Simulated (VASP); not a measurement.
The system is AgSn2SeI3.

```
Ag Sn Se I
1.0
     5.27443    0.00000    0.00000
     0.00000    5.27443    0.00000
     0.00000    0.00000   10.21798
Ag Sn Se I
1 2 1 3
Direct
  0.50000 0.50000 0.81455
  0.50000 0.00000 0.69453
  0.00000 0.50000 0.69453
  0.00000 0.00000 0.20905
  0.50000 0.00000 0.07592
  0.00000 0.50000 0.07592
  0.50000 0.50000 0.05610
```

The cell was generated, and may not be a known phase.

* Program: VASP 6.6.1
* Task: relaxation of cell and atoms
* Functional: PBE
* Potentials or basis: VASP PAW PBE potentials, release 64 (Ag, Sn_d, Se, I)
* Cutoff: 600 eV
* k mesh: 2 × 2 × 2
* Occupations: gaussian, width 0.15 eV
* Spin: no spin polarisation

At the start: pressure 11.5 GPa; volume 40.61 Å³/atom.

Problem. How do energy, volume and symmetry change on relaxing?

Solution. Over 23 steps the energy falls by 974.1 meV/atom and the volume is 39.42 Å³/atom (-2.9 %); space group P4mm (No. 99, to 0.1 Å) before and after.

Step by step:
```tsv
step	energy change (eV)	largest force (eV/Å)	pressure (GPa)	volume (Å³)
1	0.0000	2.8701	11.51	284.26
2	-3.3423	0.7871	-2.00	419.72
3	-3.5911	1.1306	-0.54	379.84
4	-3.5915	1.1092	-0.64	381.92
5	-3.8469	1.0859	-0.76	374.77
6	-4.6808	1.0491	-1.10	352.60
7	-5.4935	1.5809	0.57	304.99
8	-5.5282	1.1042	-0.64	320.73
9	-5.5774	1.1132	-0.24	313.79
10	-5.9132	1.3535	0.16	303.40
11	-6.3961	1.0414	2.45	273.61
12	-6.5756	0.7157	1.59	276.48
13	-6.6842	0.4915	0.21	281.71
14	-6.6850	0.4853	0.29	281.35
15	-6.7109	0.4574	0.08	282.37
16	-6.7353	0.3879	-0.30	284.63
17	-6.7555	0.3440	-0.24	283.15
18	-6.7984	0.1950	-0.04	278.71
19	-6.7951	0.3139	0.42	269.96
20	-6.8125	0.1390	0.18	274.62
21	-6.8171	0.0918	-0.11	276.98
22	-6.8172	0.0943	-0.09	276.80
23	-6.8188	0.0768	0.00	275.96
```

Final structure:
```xyz
7
Lattice="6.0631 0.0000 0.0000 0.0000 6.0631 0.0000 0.0000 0.0000 7.5067" Properties=species:S:1:pos:R:3 pbc="T T T"
Ag    3.0316    3.0316    5.3467
Sn    3.0316    0.0000    5.3737
Sn    0.0000    3.0316    5.3737
Se    0.0000    0.0000    0.7549
I     3.0316    0.0000    0.8584
I     0.0000    3.0316    0.8584
I     3.0316    3.0316    1.1062
```

Caveat: the k points lie up to 0.52 Å⁻¹ apart in the final cell, too coarse for converged energies and pressures of a metal; a cell axis changed by over 15 % at a fixed basis, so the end point is rough; the relaxation stopped at a loose force limit of 0.08 eV/Å, so its end isn't a converged minimum.
